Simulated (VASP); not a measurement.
# CS2 in VASP: a series of runs

Runs on CS2. Level: PBE+D3(BJ). Tasks: single point.

Everything below comes from runs of VASP 6.6.1. Logs are shortened: lines on timing, memory, paths and dates and some standing lists are left out, and cuts for length are marked.

## (1) The cell of the first run

The cell holds an amorphous packing of atoms, 24 atoms: a = 9.283 Å, b = 9.283 Å, c = 9.283 Å, α = 90.00°, β = 90.00°, γ = 90.00°.

## (2) Single point, PBE+D3(BJ)

File INCAR:

```
ALGO = Normal
EDIFF = 1E-6
ENCUT = 520
GGA = PE
ISIF = 2
ISMEAR = -1
IVDW = 12
LASPH = True
LCHARG = False
LREAL = Auto
LWAVE = False
NBANDS = 82
NELM = 80
PREC = Accurate
SIGMA = 0.05
```

File KPOINTS:

```
k-points
0
Gamma
  1 1 1
```

File POSCAR:

```
CS2
1.0
    9.2831780000      0.0000000000      0.0000000000
    0.0000000000      9.2831780000      0.0000000000
    0.0000000000      0.0000000000      9.2831780000
S C
16 8
Direct
    0.2079783453      0.0120540617      0.9705943374
    0.2429986800     -0.0906909250      0.6464381056
    0.6837098244      0.8540717414      0.9463569480
    0.9600914687      0.6625101878      0.9233044977
    0.5109241684      0.9601991904      0.3071361984
    0.3939491411      0.6733793104      0.1818127370
    0.8233495038      0.9230028768      0.5593450863
    1.0163329842      0.8961801659      0.2839975707
    0.4813114647      0.2212388904      0.8700253297
    0.2659649530      0.4649808503      0.9553086238
    0.9814634600      0.4446106710      0.2623347306
    0.8894152412      0.5632769295      0.5615749262
    0.2834158733      0.4517310774      0.5058073862
    0.5098038624      0.6177302644      0.6987262336
    0.8281215765      0.2425893374      1.0134137253
    0.9415310145      0.2484063109      0.6928230828
    0.2426970591     -0.0417206263      0.8137838141
    0.8278738165      0.7603215192      0.9408200511
    0.4481547160      0.8121572160      0.2557313885
    0.9302417771      0.9068015285      0.4281938793
    0.3770045129      0.3477580630      0.9090205962
    0.9386009834      0.5081880365      0.4109368580
    0.3994429494      0.5339766188      0.5956688539
    0.8722767139      0.2537600809      0.8479423749
```

Potentials or basis: VASP PAW PBE potentials, release 64 (S, C).

Launch:

```bash
$ cat potpaw_PBE.64/S/POTCAR potpaw_PBE.64/C/POTCAR > POTCAR
$ mpirun -np 1 vasp_gam > vasp.out
```

OUTCAR:

```text
EDIFF = 1E-6
   ENCUT = 520
   GGA = PE
   ISIF = 2
   ISMEAR = -1
   IVDW = 12
   LASPH = True
   LREAL = Auto
   NELM = 80
   PREC = Accurate
 IVDW          = 12

 ion  position               nearest neighbor table
   1  0.208  0.012  0.971-  17 1.57
   2  0.243  0.909  0.646-  17 1.62
   3  0.684  0.854  0.946-  18 1.60
   4  0.960  0.663  0.923-  18 1.54
   5  0.511  0.960  0.307-  19 1.57
   6  0.394  0.673  0.182-  19 1.54
[... 8 lines left out ...]
  15  0.828  0.243  0.013-  24 1.59
  16  0.942  0.248  0.693-  24 1.58
  17  0.243  0.958  0.814-   1 1.57   2 1.62
  18  0.828  0.760  0.941-   4 1.54   3 1.60
  19  0.448  0.812  0.256-   6 1.54   5 1.57
  20  0.930  0.907  0.428-   8 1.56   7 1.58
  21  0.377  0.348  0.909-  10 1.56   9 1.56
  22  0.939  0.508  0.411-  11 1.55  12 1.56
  23  0.399  0.534  0.596-  13 1.56  14 1.60
  24  0.872  0.254  0.848-  16 1.58  15 1.59

  LATTYP: Found a simple cubic cell.
 ALAT       =     9.2831780000

  Lattice vectors:

 A1 = (   9.2831780000,   0.0000000000,   0.0000000000)
 A2 = (   0.0000000000,   9.2831780000,   0.0000000000)
 A3 = (   0.0000000000,   0.0000000000,   9.2831780000)

Analysis of symmetry for initial positions (statically):
=====================================================================
 Subroutine PRICEL returns:
 Original cell was already a primitive cell.

 Routine SETGRP: Setting up the symmetry group for a
 simple cubic supercell.

 Subroutine GETGRP returns: Found  1 space group operations
 (whereof  1 operations were pure point group operations)
 out of a pool of 48 trial point group operations.

The static configuration has the point symmetry C_1 .

Analysis of symmetry for dynamics (positions and initial velocities):
=====================================================================
 Subroutine PRICEL returns:
 Original cell was already a primitive cell.

 Routine SETGRP: Setting up the symmetry group for a
 simple cubic supercell.

 Subroutine GETGRP returns: Found  1 space group operations
 (whereof  1 operations were pure point group operations)
 out of a pool of 48 trial point group operations.

The dynamic configuration has the point symmetry C_1 .

 Subroutine INISYM returns: Found  1 space group operations
 (whereof  1 operations are pure point group operations),
 and found     1 'primitive' translations

----------------------------------------------------------------------------------------

                                     Primitive cell

  volume of cell :     800.0001

  direct lattice vectors                    reciprocal lattice vectors
     9.283178000  0.000000000  0.000000000     0.107721731  0.000000000  0.000000000
     0.000000000  9.283178000  0.000000000     0.000000000  0.107721731  0.000000000
     0.000000000  0.000000000  9.283178000     0.000000000  0.000000000  0.107721731

  length of vectors
     9.283178000  9.283178000  9.283178000     0.107721731  0.107721731  0.107721731

  position of ions in fractional coordinates (direct lattice)
     0.207978345  0.012054062  0.970594337
     0.242998680  0.909309075  0.646438106
     0.683709824  0.854071741  0.946356948
     0.960091469  0.662510188  0.923304498
     0.510924168  0.960199190  0.307136198
     0.393949141  0.673379310  0.181812737
[... 16 lines left out ...]
     0.399442949  0.533976619  0.595668854
     0.872276714  0.253760081  0.847942375

  ion indices of the primitive-cell ions
   primitive index   ion index
                 1           1
                 2           2
                 3           3
                 4           4
                 5           5
                 6           6
[... 16 lines left out ...]
                23          23
                24          24

----------------------------------------------------------------------------------------

 KPOINTS: k-points

Automatic generation of k-mesh.
 Grid dimensions read from file:
 generate k-points for:    1    1    1

 Generating k-lattice:

  Cartesian coordinates                     Fractional coordinates (reciprocal lattice)
     0.107721731  0.000000000  0.000000000     1.000000000  0.000000000  0.000000000
     0.000000000  0.107721731  0.000000000     0.000000000  1.000000000  0.000000000
     0.000000000  0.000000000  0.107721731     0.000000000  0.000000000  1.000000000

  Length of vectors
     0.107721731  0.107721731  0.107721731

  Shift w.r.t. Gamma in fractional coordinates (k-lattice)
     0.000000000  0.000000000  0.000000000

 Subroutine IBZKPT returns following result:
 ===========================================

 Found      1 irreducible k-points:

 Following reciprocal coordinates:
            Coordinates               Weight
  0.000000  0.000000  0.000000      1.000000
   k-points           NKPTS =      1   k-points in BZ     NKDIM =      1   number of bands    NBANDS=     82
   number of dos      NEDOS =    301   number of ions     NIONS =     24
   total plane-waves  NPLWV = 343000
   dimension x,y,z NGX =    70 NGY =   70 NGZ =   70
   dimension x,y,z NGXF=   140 NGYF=  140 NGZF=  140
   ions per type =              16   8
   NGX,Y,Z   is equivalent  to a cutoff of  12.54, 12.54, 12.54 a.u.
   NGXF,Y,Z  is equivalent  to a cutoff of  25.07, 25.07, 25.07 a.u.
 SYSTEM =  unknown system
   PREC   = accura    normal or accurate (medium, high low for compatibility)
   ISTART =      0    job   : 0-new  1-cont  2-samecut
   ICHARG =      2    charge: 1-file 2-atom 10-const
   ISPIN  =      1    spin polarized calculation?
   LNONCOLLINEAR =      F non collinear calculations
   LSORBIT =      F    spin-orbit coupling
   LASPH  =      T    aspherical Exc in radial PAW
   ENCUT  =  520.0 eV  38.22 Ry    6.18 a.u.  17.26 17.26 17.26*2*pi/ulx,y,z
   NELM   =     80;   NELMIN=  2; NELMDL= -5     # of ELM steps
   EDIFF  = 0.1E-05   stopping-criterion for ELM
   LREAL  =      T    real-space projection
   EDIFFG = 0.1E-04   stopping-criterion for IOM
   NSW    =      0    number of steps for IOM
   IBRION =     -1    ionic relax: 0-MD 1-quasi-New 2-CG
   NFREE  =      0    steps in history (QN), initial steepest desc. (CG)
   ISIF   =      2    stress and relaxation
   ISYM   =      2    0-nonsym 1-usesym 2-fastsym
   POTIM  = 0.5000    time-step for ionic-motion
   TEBEG  =    0.0;   TEEND  =   0.0 temperature during run
   PSTRESS=    0.0 pullay stress
   NELECT =     128.0000    total number of electrons
   NUPDOWN=      -1.0000    fix difference up-down
   EMIN   =  10.00;   EMAX   =-10.00  energy-range for DOS
   EFERMI =   0.00;   METHOD = LEGACY
   ISMEAR =    -1;   SIGMA  =   0.05  broadening in eV -4-tet -1-fermi 0-gaus
   EFERMI_NEDOS =   21; number of points for ismear=-14 and -15
   IALGO  =     38    algorithm
   IMIX   =      4    mixing-type and parameters
     AMIX     =   0.40;   BMIX     =  1.00
     AMIX_MAG =   1.60;   BMIX_MAG =  1.00
  volume/ion in A,a.u.               =      33.33       224.94
  Fermi-wavevector in a.u.,A,eV,Ry     =   0.888754  1.679501 10.747015  0.789883
  Thomas-Fermi vector in A             =   2.010225
   LORBIT       =      0    0 simple, 1 ext, 2 COOP (PROOUT), +10 PAW based schemes
   GGA     = PE    functional components
   LHFCALC =     F    Hartree Fock is set to
   AEXX    =    0.0000 exact exchange contribution
   IVDW    =    12    specifies the selected vdW correction
   LEPSILON=     F    determine dielectric tensor
   LRPA    =     F    only Hartree local field effects (RPA)
 non-spin polarized calculation
  energy-cutoff  :      520.00
  volume of cell :      800.00
 maximum number of plane-waves:     10780
 NGX is ok and might be reduce to    70
   NGX = 35   NGY = 35   NGZ = 35

 number of electron     127.9999997 magnetization

 Free energy of the ion-electron system (eV)
  ---------------------------------------------------
  ext. energy  EPLUGINS =         0.00000000
  ---------------------------------------------------
  free energy    TOTEN  =      -132.20632715 eV

  energy without entropy =     -132.20632715  energy(sigma->0) =     -132.20632715

 E-fermi :  -0.2111     XC(G=0):  -6.4152

 val. band max:       -1.4135884481   @ k =   0.0000   0.0000   0.0000
 cond. band min:       1.2897189091   @ k =   0.0000   0.0000   0.0000
 fundamental gap:      2.7033073572
 Fermi energy:        -0.2111219641

 k-point     1 :       0.0000    0.0000    0.0000
  band No.  band energies     occupation
      1     -16.7423      2.00000
      2     -16.6622      2.00000
      3     -16.6496      2.00000
      4     -16.5908      2.00000
      5     -16.5430      2.00000
      6     -16.4090      2.00000
[... 68 lines left out ...]
     75       1.9050      0.00000
     76       1.9447      0.00000
 [bands above 76 left out]

------------------------ aborting loop because EDIFF is reached ----------------------------------------

 Edisp (eV)   -2.93479

 E8    (eV) :    -0.9902

  FORCE on cell =-STRESS in cart. coord.  units (eV):
  Direction    XX          YY          ZZ          XY          YZ          ZX
  --------------------------------------------------------------------------------------
  -------------------------------------------------------------------------------------
  Total      -4.85174    -1.11067   -10.58883     0.87417    -2.24646     1.36539
  in kB      -9.71668    -2.22436   -21.20648     1.75072    -4.49903     2.73450
  external pressure =      -11.05 kB  Pullay stress =        0.00 kB

 VOLUME and BASIS-vectors are now :
 -----------------------------------------------------------------------------
  energy-cutoff  :      520.00
  volume of cell :      800.00
      direct lattice vectors                 reciprocal lattice vectors
     9.283178000  0.000000000  0.000000000     0.107721731  0.000000000  0.000000000
     0.000000000  9.283178000  0.000000000     0.000000000  0.107721731  0.000000000
     0.000000000  0.000000000  9.283178000     0.000000000  0.000000000  0.107721731

 POSITION                                       TOTAL-FORCE (eV/Angst)
 -----------------------------------------------------------------------------------
      1.93070      0.11190      9.01020         0.415237     -0.485210     -0.668308
      2.25580      8.44128      6.00100         0.396096      0.680049      2.478920
      6.34700      7.92850      8.78520         1.507498     -0.753638      0.131773
      8.91270      6.15020      8.57120         0.706015     -0.398311      0.073076
      4.74300      8.91370      2.85120        -0.245508     -0.376516      0.165467
      3.65710      6.25110      1.68780        -0.219214     -0.514384      0.143917
[... 16 lines left out ...]
      3.70810      4.95700      5.52970         0.829323      0.675681      1.118058
      8.09750      2.35570      7.87160         0.813097     -0.539234      0.540674
 -----------------------------------------------------------------------------------
    total drift:                               -0.019534     -0.001916     -0.019696

  FREE ENERGIE OF THE ION-ELECTRON SYSTEM (eV)
  ---------------------------------------------------
  free  energy   TOTEN  =      -135.1411196524 eV

  energy  without entropy=     -135.1411196523  energy(sigma->0) =     -135.14111965
```

It used 300 s of CPU time on 1 thread of AMD EPYC 7R13 Processor (Zen 3), with other jobs on the host.

Results:

- Free energy: -135.1411 eV
- Pressure: -1.1 GPa
- Largest force: 2.601 eV/Å
- Band gap on the k mesh: 2.70 eV
- Dispersion energy per atom: -0.122 eV

Forces in eV/Å, atoms in the order of the input:
```
S    0.415 -0.485 -0.668
S    0.396  0.680  2.479
S    1.507 -0.754  0.132
S    0.706 -0.398  0.073
S   -0.246 -0.377  0.165
S   -0.219 -0.514  0.144
S    0.814 -0.086 -0.623
S    0.090 -0.104  0.463
S   -0.169  0.781 -0.009
S   -0.014 -0.256 -0.161
S    0.220 -0.130 -0.247
S    0.092  0.039 -0.267
S    0.419  0.271  0.187
S   -1.038 -0.893 -1.457
S    0.065  0.307 -1.499
S   -0.709  0.122  1.109
C   -1.077 -0.375 -1.754
C   -2.253  1.242 -0.187
C    0.540  1.088 -0.104
C   -0.998  0.305  0.119
C    0.155 -0.672  0.053
C   -0.341  0.073  0.393
C    0.829  0.676  1.118
C    0.813 -0.539  0.541
```

Stress tensor (GPa, compression positive):
```
-0.97  0.18  0.27
 0.18 -0.22 -0.45
 0.27 -0.45 -2.12
```

Levels at points of the mesh, in eV from the valence-band top:
| k point | band 62 | band 63 | band 64 | band 65 | band 66 | band 67 |
| --- | --- | --- | --- | --- | --- | --- |
| (0.00, 0.00, 0.00) | -0.35 | -0.20 | 0.00 | 2.70 | 2.86 | 2.94 |

Caveat: the k points lie up to 0.68 Å⁻¹ apart.

## (3) Single point, PBE+D3(BJ)

File INCAR:

```
SYSTEM = CS2
  PREC = Accurate
  ENCUT = 520
  EDIFF = 1E-6
  ISMEAR = -1
  SIGMA = 0.05
  LREAL = Auto
  LASPH = .TRUE.
  NELM = 80
  ALGO = Normal
  ISIF = 2
  LWAVE = .FALSE.
  LCHARG = .TRUE.
  GGA = PE
  IVDW = 12
  LELF = .TRUE.
  LVHAR = .TRUE.
  NBANDS = 82
```

File KPOINTS:

```
regular mesh
0
G
  1 1 1
  0 0 0
```

File POSCAR:

```
CS2
1.0
    9.2831780000      0.0000000000      0.0000000000
    0.0000000000      9.2831780000      0.0000000000
    0.0000000000      0.0000000000      9.2831780000
S C
16 8
Direct
    0.2131597606      0.0024452833      1.0009072324
    0.2156265882     -0.0924575614      0.6757599607
    0.6885034414      0.8610736539      0.9504072851
    0.9557933716      0.6588691933      0.9164857121
    0.5125830831      0.9578724010      0.2972688879
    0.4093533486      0.6597740558      0.1828468656
    0.8165091739      0.9234122194      0.5310465877
    1.0396547389      0.8885426952      0.2775127225
    0.5146082516      0.2112530860      0.8814761497
    0.2733115750      0.4359498439      0.9588634409
    0.9672441916      0.4322334442      0.2780082424
    0.8661473474      0.5875574076      0.5598621507
    0.2738825002      0.4926222464      0.4877963129
    0.5027588612      0.6317448615      0.6933509193
    0.8279599939      0.2303736931      1.0000993194
    0.9573014759      0.2639828731      0.6906901925
    0.2106390721     -0.0375087066      0.8331737256
    0.8182758103      0.7597829106      0.9280334816
    0.4469697769      0.8089686528      0.2463811423
    0.9252650332      0.9150745574      0.4045705038
    0.3986242642      0.3258259187      0.9181338546
    0.9055411843      0.5066476157      0.4176048332
    0.3882398894      0.5588172499      0.5948393966
    0.9052287913      0.2436450104      0.8503337973
```

Potentials or basis: VASP PAW PBE potentials, release 64 (S, C).

Launch:

```bash
$ cat potpaw_PBE.64/S/POTCAR potpaw_PBE.64/C/POTCAR > POTCAR
$ mpirun -np 1 vasp_gam > vasp.out
```

It used 260 s of CPU time on 1 thread of AMD EPYC 7R13 Processor (Zen 3), with other jobs on the host.

It converged, with:

```yaml
Free_energy: -135.2997 eV
Pressure: -1.0 GPa
Largest_force: 2.217 eV/Å
Band_gap_on_the_k_mesh: 2.80 eV
Dispersion_energy_per_atom: -0.122 eV
```

Forces on the atoms (eV/Å):
```
S   -0.123 -0.224 -1.947
S   -0.121  0.161 -0.222
S   -0.434  0.316 -0.051
S   -1.127  0.688 -0.003
S   -0.747 -0.745 -0.124
S   -0.361 -0.272 -0.013
S   -0.093  0.484  0.012
S   -1.482  0.396  1.601
S   -0.124  0.200 -0.151
S    1.085 -1.050 -0.378
S   -0.561  0.143  0.561
S   -0.084 -0.545 -0.439
S    0.593  0.339  0.890
S   -0.045 -0.127 -0.055
S    0.727  0.027 -0.223
S    0.049 -0.275  0.863
C    0.198  0.062  2.049
C    1.599 -1.016  0.124
C    1.156  1.186  0.207
C    1.462 -0.587 -1.527
C   -1.301  0.728  0.367
C    0.666  0.132 -0.264
C   -0.504 -0.226 -0.774
C   -0.429  0.207 -0.504
```

Stress tensor (GPa, compression positive):
```
-1.11  0.36  0.52
 0.36 -0.44 -0.47
 0.52 -0.47 -1.52
```

Levels at points of the mesh, in eV from the valence-band top:
| k point | band 61 | band 62 | band 63 | band 64 | band 65 | band 66 | band 67 | band 68 |
| --- | --- | --- | --- | --- | --- | --- | --- | --- |
| (0.00, 0.00, 0.00) | -0.29 | -0.22 | -0.02 | 0.00 | 2.80 | 2.94 | 2.98 | 3.09 |

Caveat: the k points lie up to 0.68 Å⁻¹ apart.

## (4) Single point, PBE+D3(BJ)

File INCAR:

```
  ALGO = Normal
  EDIFF = 1E-6
  ENCUT = 520
  GGA = PE
  ISIF = 2
  ISMEAR = -1
  IVDW = 12
  LASPH = True
  LCHARG = True
  LELF = True
  LREAL = Auto
  LVHAR = True
  LWAVE = False
  NBANDS = 82
  NELM = 60
  PREC = Accurate
  SIGMA = 0.05
```

File KPOINTS:

```
k-points
0
Gamma
  1 1 1
```

File POSCAR:

```
CS2
1.0
    9.2831780000      0.0000000000      0.0000000000
    0.0000000000      9.2831780000      0.0000000000
    0.0000000000      0.0000000000      9.2831780000
S C
16 8
Direct
    0.2144416492     -0.0035655893      1.0230548202
    0.1836763229     -0.0913911163      0.6952360496
    0.6965717990      0.8709517366      0.9511613372
    0.9475957479      0.6507900635      0.9121552985
    0.5032651534      0.9644865153      0.2945973890
    0.4246175178      0.6524705225      0.1876189383
    0.8060709382      0.9578724010      0.5023279743
    1.0552420734      0.8767040770      0.2808197796
    0.5381131332      0.2069442167      0.8776089395
    0.2677208172      0.3966421844      0.9632584876
    0.9459476054      0.4123264684      0.2877247425
    0.8416406537      0.5941068888      0.5523647182
    0.2593723830      0.5308850051      0.4857603721
    0.5044500924      0.6437881510      0.6827511010
    0.8563123534      0.2229516659      0.9986558482
    0.9826914878      0.2680224380      0.6918966759
    0.1861431505     -0.0546256896      0.8652532570
    0.8220676152      0.7587272376      0.9319437805
    0.4808805778      0.8103905796      0.2289194498
    0.9262453009      0.9140512010      0.3827999420
    0.3945954715      0.2926583978      0.9221195586
    0.9005644403      0.5089205442      0.4191021652
    0.3812702934      0.5875358633      0.5849505417
    0.9248987793      0.2403594976      0.8456802186
```

Launch:

```bash
$ cat potpaw_PBE.64/S/POTCAR potpaw_PBE.64/C/POTCAR > POTCAR
$ mpirun -np 1 vasp_gam > vasp.out
```

It used 230 s of CPU time on 1 thread of AMD EPYC 7R13 Processor (Zen 3), with other jobs on the host.

Results (log left out):

* Free energy: -135.1851 eV
* Pressure: -1.3 GPa
* Largest force: 2.720 eV/Å
* Band gap on the k mesh: 2.79 eV
* Dispersion energy per atom: -0.123 eV

Forces on the atoms (eV/Å):
```
S   -0.236 -0.239 -0.618
S   -0.299  0.313  2.356
S    0.611 -0.531 -0.138
S    0.176 -0.312  0.041
S    0.216 -0.440 -0.486
S    1.077  1.729  0.038
S    1.805 -0.580 -1.951
S   -0.837 -0.090  0.526
S   -2.063  0.815  0.484
S    0.392 -0.613 -0.021
S    0.042  0.381  0.405
S    0.479 -0.279 -0.538
S   -0.319 -0.081 -0.017
S    0.145  0.089  0.155
S    0.355 -0.062 -0.139
S    0.137 -0.124 -0.247
C    0.694 -0.011 -2.090
C   -0.711  0.729  0.137
C   -1.377 -1.258  0.387
C   -1.050  0.694  1.729
C    1.425 -0.104 -0.511
C   -0.441 -0.197  0.095
C    0.067 -0.066  0.030
C   -0.289  0.238  0.374
```

Stress tensor (GPa, compression positive):
```
-1.29  0.58  0.78
 0.58 -1.17 -0.82
 0.78 -0.82 -1.45
```

Levels at points of the mesh, in eV from the valence-band top:
```tsv
k point	band 60	band 61	band 62	band 63	band 64	band 65	band 66	band 67	band 68	band 69
(0.00, 0.00, 0.00)	-0.31	-0.17	-0.15	-0.11	0.00	2.79	2.93	2.98	3.07	3.15
```

Caveat: the k points lie up to 0.68 Å⁻¹ apart.
